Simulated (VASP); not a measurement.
# Ir (Fm-3m) in VASP: notebook

Runs on Ir. Level: PBE. Tasks: single point, relaxation of cell and atoms.

Everything below comes from runs of VASP 6.6.1. Logs are shortened: lines on timing, memory, paths and dates and some standing lists are left out, and cuts for length are marked.

## Step 1: The cell of the first run

It takes space group Fm-3m (No. 225, cubic). Conventional cell: a = 3.830 Å, b = 3.830 Å, c = 3.830 Å, α = 90.00°, β = 90.00°, γ = 90.00°. Ir (site symmetry m-3m) has 12 Ir at 2.71 Å within 3.6 Å.

## Step 2: Single point, PBE

INCAR

```
ALGO = Normal
EDIFF = 1E-6
ENCUT = 500
GGA = PE
GGA_COMPAT = F
ISIF = 2
ISMEAR = 0
LASPH = T
LCHARG = F
LREAL = F
LWAVE = F
NBANDS = 10
NELM = 120
PREC = Accurate
SIGMA = 0.1
```

KPOINTS

```
k-points
0
Gamma
  8 8 8
```

POSCAR

```
Ir
1.0
    0.0000000000      1.9150000000      1.9150000000
    1.9150000000      0.0000000000      1.9150000000
    1.9150000000      1.9150000000      0.0000000000
Ir
1
Direct
    0.0000000000      0.0000000000      0.0000000000
```

Potentials or basis: VASP PAW PBE potentials, release 64 (Ir).

The run is started by

```
> cat potpaw_PBE.64/Ir/POTCAR > POTCAR
> mpirun -np 1 vasp_std > vasp.out
```

OUTCAR:

```text
EDIFF = 1E-6
   ENCUT = 500
   GGA = PE
   ISIF = 2
   ISMEAR = 0
   LASPH = T
   LREAL = F
   NELM = 120
   PREC = Accurate

 ion  position               nearest neighbor table
   1  0.000  0.000  0.000-

  LATTYP: Found a face centered cubic cell.
 ALAT       =     3.8300000000

  Lattice vectors:

 A1 = (   0.0000000000,   1.9150000000,   1.9150000000)
 A2 = (   1.9150000000,   0.0000000000,   1.9150000000)
 A3 = (   1.9150000000,   1.9150000000,   0.0000000000)

Analysis of symmetry for initial positions (statically):
=====================================================================
 Subroutine PRICEL returns:
 Original cell was already a primitive cell.

 Routine SETGRP: Setting up the symmetry group for a
 face centered cubic supercell.

 Subroutine GETGRP returns: Found 48 space group operations
 (whereof 48 operations were pure point group operations)
 out of a pool of 48 trial point group operations.

The static configuration has the point symmetry O_h .

Analysis of symmetry for dynamics (positions and initial velocities):
=====================================================================
 Subroutine PRICEL returns:
 Original cell was already a primitive cell.

 Routine SETGRP: Setting up the symmetry group for a
 face centered cubic supercell.

 Subroutine GETGRP returns: Found 48 space group operations
 (whereof 48 operations were pure point group operations)
 out of a pool of 48 trial point group operations.

The dynamic configuration has the point symmetry O_h .

 Subroutine INISYM returns: Found 48 space group operations
 (whereof 48 operations are pure point group operations),
 and found     1 'primitive' translations

----------------------------------------------------------------------------------------

                                     Primitive cell

  volume of cell :      14.0455

  direct lattice vectors                    reciprocal lattice vectors
     0.000000000  1.915000000  1.915000000    -0.261096606  0.261096606  0.261096606
     1.915000000  0.000000000  1.915000000     0.261096606 -0.261096606  0.261096606
     1.915000000  1.915000000  0.000000000     0.261096606  0.261096606 -0.261096606

  length of vectors
     2.708218972  2.708218972  2.708218972     0.452232587  0.452232587  0.452232587

  position of ions in fractional coordinates (direct lattice)
     0.000000000  0.000000000  0.000000000

  ion indices of the primitive-cell ions
[... 72 lines left out ...]
   ENCUT  =  500.0 eV  36.75 Ry    6.06 a.u.   4.94  4.94  4.94*2*pi/ulx,y,z
   NELM   =    120;   NELMIN=  2; NELMDL= -5     # of ELM steps
   EDIFF  = 0.1E-05   stopping-criterion for ELM
   LREAL  =      F    real-space projection
   EDIFFG = 0.1E-04   stopping-criterion for IOM
   NSW    =      0    number of steps for IOM
   IBRION =     -1    ionic relax: 0-MD 1-quasi-New 2-CG
   NFREE  =      0    steps in history (QN), initial steepest desc. (CG)
   ISIF   =      2    stress and relaxation
   ISYM   =      2    0-nonsym 1-usesym 2-fastsym
   POTIM  = 0.5000    time-step for ionic-motion
   TEBEG  =    0.0;   TEEND  =   0.0 temperature during run
   PSTRESS=    0.0 pullay stress
   NELECT =       9.0000    total number of electrons
   NUPDOWN=      -1.0000    fix difference up-down
   EMIN   =  10.00;   EMAX   =-10.00  energy-range for DOS
   EFERMI =   0.00;   METHOD = LEGACY
   ISMEAR =     0;   SIGMA  =   0.10  broadening in eV -4-tet -1-fermi 0-gaus
   EFERMI_NEDOS =   21; number of points for ismear=-14 and -15
   IALGO  =     38    algorithm
   IMIX   =      4    mixing-type and parameters
     AMIX     =   0.40;   BMIX     =  1.00
     AMIX_MAG =   1.60;   BMIX_MAG =  1.00
  volume/ion in A,a.u.               =      14.05        94.78
  Fermi-wavevector in a.u.,A,eV,Ry     =   1.411379  2.667119 27.102667  1.991990
  Thomas-Fermi vector in A             =   2.533236
   LORBIT       =      0    0 simple, 1 ext, 2 COOP (PROOUT), +10 PAW based schemes
   GGA     = PE    functional components
   LHFCALC =     F    Hartree Fock is set to
   AEXX    =    0.0000 exact exchange contribution
   IVDW    =     0    specifies the selected vdW correction
   LEPSILON=     F    determine dielectric tensor
   LRPA    =     F    only Hartree local field effects (RPA)
 non-spin polarized calculation
 Gauss-broadening in eV      SIGMA  =   0.10
  energy-cutoff  :      500.00
  volume of cell :       14.05
 maximum number of plane-waves:       368
   NGX =  9   NGY =  9   NGZ =  9

 number of electron       9.0000000 magnetization

 Free energy of the ion-electron system (eV)
  ---------------------------------------------------
  ext. energy  EPLUGINS =         0.00000000
  ---------------------------------------------------
  free energy    TOTEN  =        -8.75945572 eV

  energy without entropy =       -8.75097560  energy(sigma->0) =       -8.75521566

 E-fermi :  10.5895     XC(G=0): -14.0302

 val. band max:       10.5442235999   @ k =  -0.3750   0.1250   0.0000
 cond. band min:      10.6118878222   @ k =  -0.3750   0.2500   0.0000
 fundamental gap:      0.0676642223
 Fermi energy:        10.5895210318

 k-point     1 :       0.0000    0.0000    0.0000
  band No.  band energies     occupation
      1      -0.6655      2.00000
      2       6.6039      2.00000
      3       6.6039      2.00000
      4       6.6039      2.00000
      5       9.3356      2.00000
      6       9.3356      2.00000
      7      24.8266      0.00000
      8      30.4795      0.00000
      9      30.4795      0.00000
     10      30.4795      0.00000
[... 287 lines left out ...]
 k-point    24 :      -0.3750    0.2500    0.1250
  band No.  band energies     occupation
      1       3.8419      2.00000
      2       5.2434      2.00000
      3       6.8852      2.00000
      4       7.9267      2.00000
      5      11.1230      0.00000
      6      15.7425      0.00000
      7      17.2685      0.00000
      8      26.3257      0.00000
      9      26.5194      0.00000
     10      30.4113      0.00000

 [... further k-points ...]
[... 5 lines left out ...]
  --------------------------------------------------------------------------------------
  -------------------------------------------------------------------------------------
  Total        1.2286717      1.2286717      1.2286717      0.0000000      0.0000000     -0.0000000
  in kB      140.1554909    140.1554909    140.1554909      0.0000000      0.0000000     -0.0000000
  external PRESSURE =     140.1554909 kB  Pullay stress =       0.0000000 kB

 VOLUME and BASIS-vectors are now :
 -----------------------------------------------------------------------------
  energy-cutoff  :      500.00
  volume of cell :       14.05
      direct lattice vectors                 reciprocal lattice vectors
     0.000000000  1.915000000  1.915000000    -0.261096606  0.261096606  0.261096606
     1.915000000  0.000000000  1.915000000     0.261096606 -0.261096606  0.261096606
     1.915000000  1.915000000  0.000000000     0.261096606  0.261096606 -0.261096606

 POSITION                                       TOTAL-FORCE (eV/Angst)
 -----------------------------------------------------------------------------------
      0.00000      0.00000      0.00000        -0.000000      0.000000     -0.000000
 -----------------------------------------------------------------------------------
    total drift:                                0.000000      0.000000     -0.000000

  FREE ENERGIE OF THE ION-ELECTRON SYSTEM (eV)
  ---------------------------------------------------
  free  energy   TOTEN  =        -8.7594557241 eV

  energy  without entropy=       -8.7509755980  energy(sigma->0) =       -8.75521566
```

OSZICAR:

```text
N       E                     dE             d eps       ncg     rms          rms(c)
DAV:   1     0.451202216290E+02    0.45120E+02   -0.43619E+03   588   0.800E+02
DAV:   2    -0.856023881372E+01   -0.53680E+02   -0.50736E+02   608   0.190E+02
DAV:   3    -0.930196584105E+01   -0.74173E+00   -0.73847E+00   708   0.267E+01
DAV:   4    -0.930844434004E+01   -0.64785E-02   -0.64778E-02   668   0.231E+00
DAV:   5    -0.930857124073E+01   -0.12690E-03   -0.12690E-03   662   0.301E-01    0.158E+01
DAV:   6    -0.885238726888E+01    0.45618E+00   -0.76176E-01   648   0.108E+01    0.661E+00
DAV:   7    -0.876552298345E+01    0.86864E-01   -0.25761E-01   688   0.577E+00    0.154E+00
DAV:   8    -0.876111707704E+01    0.44059E-02   -0.26255E-03   642   0.587E-01    0.765E-01
DAV:   9    -0.875944804397E+01    0.16690E-02   -0.13847E-03   664   0.519E-01    0.149E-02
DAV:  10    -0.875945630428E+01   -0.82603E-05   -0.76766E-06   774   0.250E-02    0.205E-02
DAV:  11    -0.875945572408E+01    0.58020E-06   -0.45407E-07   358   0.933E-03
   1 F= -.87594557E+01 E0= -.87552157E+01  d E =-.848013E-02
```

Wall time 4.5 s (1 thread of Intel Xeon 6975P-C, shared host); peak memory 0.13 GiB.

Results:

* Free energy: -8.7595 eV
* Pressure: 14.0 GPa

Caveat: spin-orbit coupling is left out, which moves the levels of the heavy elements.

## Step 3: Single point, PBE

This run uses another cell than the first one, of 14.56 Å³/atom, 1.036 times its volume.

INCAR

```
SYSTEM = Ir
ALGO = Normal
EDIFF = 1E-6
ENCUT = 500
GGA = PE
GGA_COMPAT = .False.
ISIF = 2
ISMEAR = 0
LASPH = .True.
LCHARG = .False.
LREAL = .False.
LWAVE = .False.
NBANDS = 10
NELM = 120
PREC = Accurate
SIGMA = 0.1
```

KPOINTS

```
k-points
0
Gamma
  8 8 8
  0 0 0
```

POSCAR

```
Ir
1.0
    0.0000000000      1.9378957060      1.9378957060
    1.9378957060      0.0000000000      1.9378957060
    1.9378957060      1.9378957060      0.0000000000
Ir
1
Direct
    0.0000000000      0.0000000000      0.0000000000
```

Potentials or basis: VASP PAW PBE potentials, release 64 (Ir).

The run is started by

```
> cat potpaw_PBE.64/Ir/POTCAR > POTCAR
> mpirun -np 1 vasp_std > vasp.out
```

It took 4.1 s on 1 thread of Intel Xeon 6975P-C, shared host; peak memory 0.12 GiB.

Results (log left out):

- Free energy: -8.7820 eV
- Pressure: 0.4 GPa

Levels at points of the mesh, in eV from the Fermi level:
```
           k point  band 1  band 2  band 3  band 4  band 5  band 6  band 7  band 8  band 9
(0.00, 0.00, 0.00)  -10.87   -3.77   -3.77   -3.77   -1.19   -1.19   14.31   19.75   19.75
(0.50, 0.00, 0.00)   -7.86   -3.86   -3.86   -0.73    0.80    0.80    6.93   13.86   19.49
(0.50, 0.50, 0.00)   -7.63   -7.09    0.78    1.35    1.35    1.65   10.08   11.53   11.53
```

Caveat: spin-orbit coupling is left out, which moves the levels of the heavy elements.

## Step 4: Relaxation of cell and atoms, PBE

INCAR

```
SYSTEM = Ir
  PREC = Accurate
  ENCUT = 500
  EDIFF = 1E-7
  ISMEAR = 0
  SIGMA = 0.1
  LREAL = .FALSE.
  LASPH = .TRUE.
  NELM = 120
  ALGO = Normal
  ISIF = 3
  LWAVE = .FALSE.
  LCHARG = .FALSE.
  GGA = PE
  IBRION = 2
  NSW = 100
  EDIFFG = -0.05
  GGA_COMPAT = .FALSE.
  NELMIN = 4
```

KPOINTS

```
regular mesh
0
G
  8 8 8
  0 0 0
```

POSCAR

```
Ir
1.0
    0.0000000000      1.9150000000      1.9150000000
    1.9150000000      0.0000000000      1.9150000000
    1.9150000000      1.9150000000      0.0000000000
Ir
1
Direct
    0.0000000000      0.0000000000      0.0000000000
```

Potentials or basis: VASP PAW PBE potentials, release 64 (Ir).

The run is started by

```
> cat potpaw_PBE.64/Ir/POTCAR > POTCAR
> mpirun -np 1 vasp_std > vasp.out
```

OUTCAR:

```text
SYSTEM = Ir
   PREC = Accurate
   ENCUT = 500
   EDIFF = 1E-7
   ISMEAR = 0
   LREAL = .FALSE.
   LASPH = .TRUE.
   NELM = 120
   ISIF = 3
   GGA = PE
   IBRION = 2
   NSW = 100
   EDIFFG = -0.05
   NELMIN = 4

 ion  position               nearest neighbor table
   1  0.000  0.000  0.000-

  LATTYP: Found a face centered cubic cell.
 ALAT       =     3.8300000000

  Lattice vectors:

 A1 = (   0.0000000000,   1.9150000000,   1.9150000000)
 A2 = (   1.9150000000,   0.0000000000,   1.9150000000)
 A3 = (   1.9150000000,   1.9150000000,   0.0000000000)

Analysis of symmetry for initial positions (statically):
=====================================================================
 Subroutine PRICEL returns:
 Original cell was already a primitive cell.

 Routine SETGRP: Setting up the symmetry group for a
 face centered cubic supercell.

 Subroutine GETGRP returns: Found 48 space group operations
 (whereof 48 operations were pure point group operations)
 out of a pool of 48 trial point group operations.

The static configuration has the point symmetry O_h .

Analysis of symmetry for dynamics (positions and initial velocities):
=====================================================================
 Subroutine PRICEL returns:
 Original cell was already a primitive cell.

 Routine SETGRP: Setting up the symmetry group for a
 face centered cubic supercell.

 Subroutine GETGRP returns: Found 48 space group operations
 (whereof 48 operations were pure point group operations)
 out of a pool of 48 trial point group operations.

The dynamic configuration has the point symmetry O_h .

 Subroutine INISYM returns: Found 48 space group operations
 (whereof 48 operations are pure point group operations),
 and found     1 'primitive' translations

----------------------------------------------------------------------------------------

                                     Primitive cell

  volume of cell :      14.0455

  direct lattice vectors                    reciprocal lattice vectors
[... 91 lines left out ...]
   ISIF   =      3    stress and relaxation
   ISYM   =      2    0-nonsym 1-usesym 2-fastsym
   POTIM  = 0.5000    time-step for ionic-motion
   TEBEG  =    0.0;   TEEND  =   0.0 temperature during run
   PSTRESS=    0.0 pullay stress
   NELECT =       9.0000    total number of electrons
   NUPDOWN=      -1.0000    fix difference up-down
   EMIN   =  10.00;   EMAX   =-10.00  energy-range for DOS
   EFERMI =   0.00;   METHOD = LEGACY
   ISMEAR =     0;   SIGMA  =   0.10  broadening in eV -4-tet -1-fermi 0-gaus
   EFERMI_NEDOS =   21; number of points for ismear=-14 and -15
   IALGO  =     38    algorithm
   IMIX   =      4    mixing-type and parameters
     AMIX     =   0.40;   BMIX     =  1.00
     AMIX_MAG =   1.60;   BMIX_MAG =  1.00
  volume/ion in A,a.u.               =      14.05        94.78
  Fermi-wavevector in a.u.,A,eV,Ry     =   1.411379  2.667119 27.102667  1.991990
  Thomas-Fermi vector in A             =   2.533236
   LORBIT       =      0    0 simple, 1 ext, 2 COOP (PROOUT), +10 PAW based schemes
   GGA     = PE    functional components
   LHFCALC =     F    Hartree Fock is set to
   AEXX    =    0.0000 exact exchange contribution
   IVDW    =     0    specifies the selected vdW correction
   LEPSILON=     F    determine dielectric tensor
   LRPA    =     F    only Hartree local field effects (RPA)
 conjugate gradient relaxation of ions
 non-spin polarized calculation
 Gauss-broadening in eV      SIGMA  =   0.10
  energy-cutoff  :      500.00
  volume of cell :       14.05
 maximum number of plane-waves:       368
   NGX =  9   NGY =  9   NGZ =  9

--------------------------------------- Ionic step        1  -------------------------------------------

 number of electron       9.0000000 magnetization

 Free energy of the ion-electron system (eV)
  ---------------------------------------------------
  ext. energy  EPLUGINS =         0.00000000
  ---------------------------------------------------
  free energy    TOTEN  =        -8.75945567 eV

  energy without entropy =       -8.75097520  energy(sigma->0) =       -8.75521543

 E-fermi :  10.5895     XC(G=0): -14.0302

 val. band max:       10.5441927555   @ k =  -0.3750   0.1250   0.0000
 cond. band min:      10.6118554657   @ k =  -0.3750   0.2500   0.0000
 fundamental gap:      0.0676627102
 Fermi energy:        10.5894877443

 k-point     1 :       0.0000    0.0000    0.0000
  band No.  band energies     occupation
      1      -0.6656      2.00000
      2       6.6039      2.00000
      3       6.6039      2.00000
      4       6.6039      2.00000
      5       9.3356      2.00000
      6       9.3356      2.00000
      7      24.8266      0.00000
      8      30.4795      0.00000
[... 357 lines left out ...]
--------------------------------------- Ionic step        4  -------------------------------------------

 number of electron       9.0000000 magnetization

 Free energy of the ion-electron system (eV)
  ---------------------------------------------------
  ext. energy  EPLUGINS =         0.00000000
  ---------------------------------------------------
  free energy    TOTEN  =        -8.78156222 eV

  energy without entropy =       -8.77264554  energy(sigma->0) =       -8.77710388

 E-fermi :   9.9469     XC(G=0): -13.8106

 val. band max:        9.9031264777   @ k =  -0.3750   0.1250   0.0000
 cond. band min:       9.9667098278   @ k =  -0.3750   0.2500   0.0000
 fundamental gap:      0.0635833501
 Fermi energy:         9.9468726240

 k-point     1 :       0.0000    0.0000    0.0000
  band No.  band energies     occupation
      1      -0.9047      2.00000
      2       6.1837      2.00000
      3       6.1837      2.00000
      4       6.1837      2.00000
      5       8.7584      2.00000
      6       8.7584      2.00000
      7      24.2622      0.00000
      8      29.6936      0.00000
[... 281 lines left out ...]
  FREE ENERGIE OF THE ION-ELECTRON SYSTEM (eV)
  ---------------------------------------------------
  free  energy   TOTEN  =        -8.7815622152 eV

  energy  without entropy=       -8.7726455392  energy(sigma->0) =       -8.77710388

 reached required accuracy - stopping structural energy minimisation
```

OSZICAR:

```text
N       E                     dE             d eps       ncg     rms          rms(c)
DAV:   1     0.418132236787E+02    0.41813E+02   -0.45003E+03   480   0.999E+02
DAV:   2    -0.871501856532E+01   -0.50528E+02   -0.48921E+02   480   0.211E+02
DAV:   3    -0.930427067279E+01   -0.58925E+00   -0.58674E+00   608   0.302E+01
[... 29 lines left out ...]
DAV:   1    -0.878178670262E+01   -0.31212E-03   -0.86672E-03   472   0.153E+00    0.132E-01
DAV:   2    -0.878158118746E+01    0.20552E-03   -0.53897E-04   512   0.319E-01    0.467E-02
DAV:   3    -0.878156100784E+01    0.20180E-04   -0.99963E-05   552   0.125E-01    0.162E-02
DAV:   4    -0.878156223732E+01   -0.12295E-05   -0.24104E-06   568   0.171E-02    0.987E-04
DAV:   5    -0.878156221516E+01    0.22158E-07   -0.34490E-08   296   0.240E-03
   4 F= -.87815622E+01 E0= -.87771039E+01  d E =-.221065E-01
```

CONTCAR:

```text
Ir
   1.00000000000000
     0.0000000000000000    1.9387525681176081    1.9387525681176081
     1.9387525681176081    0.0000000000000000    1.9387525681176081
     1.9387525681176081    1.9387525681176081    0.0000000000000000
  Ir
     1
Direct
     0.0000000000000000    0.0000000000000000    0.0000000000000000

  0.00000000E+00  0.00000000E+00  0.00000000E+00
```

It took 9.7 s on 1 thread of Intel Xeon 6975P-C, shared host; peak memory 0.13 GiB.

What came out:

| Quantity | Value |
| --- | --- |
| Free energy | -8.7816 eV |
| Relaxed volume | 14.57 Å³/atom |
| Relaxed cell | a = 2.742 Å, b = 2.742 Å, c = 2.742 Å, α = 60.00°, β = 60.00°, γ = 60.00° |
| Space group after relaxing (to 0.05 Å) | Fm-3m (No. 225) |
| Energy gained by relaxing | 22.1 meV/atom |
| Ionic steps | 4 |
| Pressure after relaxing | -0.1 GPa |

The path:
```csv
step,energy change (eV),largest force (eV/Å),pressure (GPa),volume (Å³)
1,0.0000,0.0000,14.02,14.05
2,0.2304,0.0000,-33.01,16.69
3,-0.0220,0.0000,-0.78,14.61
4,-0.0221,0.0000,-0.07,14.57
```

Final structure:
```
Ir
1.0
     0.00000    1.93875    1.93875
     1.93875    0.00000    1.93875
     1.93875    1.93875    0.00000
Ir
1
Direct
  0.00000 0.00000 0.00000
```

Levels at points of the mesh, in eV from the Fermi level:
| k point | band 1 | band 2 | band 3 | band 4 | band 5 | band 6 | band 7 | band 8 |
| --- | --- | --- | --- | --- | --- | --- | --- | --- |
| (0.00, 0.00, 0.00) | -10.85 | -3.76 | -3.76 | -3.76 | -1.19 | -1.19 | 14.32 | 19.75 |
| (0.50, 0.00, 0.00) | -7.84 | -3.85 | -3.85 | -0.73 | 0.80 | 0.80 | 6.92 | 13.87 |
| (0.50, 0.50, 0.00) | -7.62 | -7.07 | 0.77 | 1.34 | 1.34 | 1.65 | 10.06 | 11.52 |

Caveat: spin-orbit coupling is left out, which moves the levels of the heavy elements.

## Step 5: Summary

| task | cell | gap on the mesh (eV) | pressure (GPa) |
| --- | --- | --- | --- |
| single point | a = 2.708 Å, angles 60.0°, 1 atom | none | 14.0 |
| single point | a = 2.741 Å, angles 60.0°, 1 atom | none | 0.4 |
| relaxation of cell and atoms | relaxed from a = 2.708 Å, angles 60.0°, 1 atom | none | -0.1 |

Alike in all rows: level PBE; potentials or basis VASP PAW PBE potentials, release 64 (Ir); no spin polarisation; k mesh 8 × 8 × 8; cutoff (eV) 500; smearing gaussian 0.1 eV.

Caveats: spin-orbit coupling is left out, which moves the levels of the heavy elements.

Absolute energies hang on the potentials; compare differences alone.
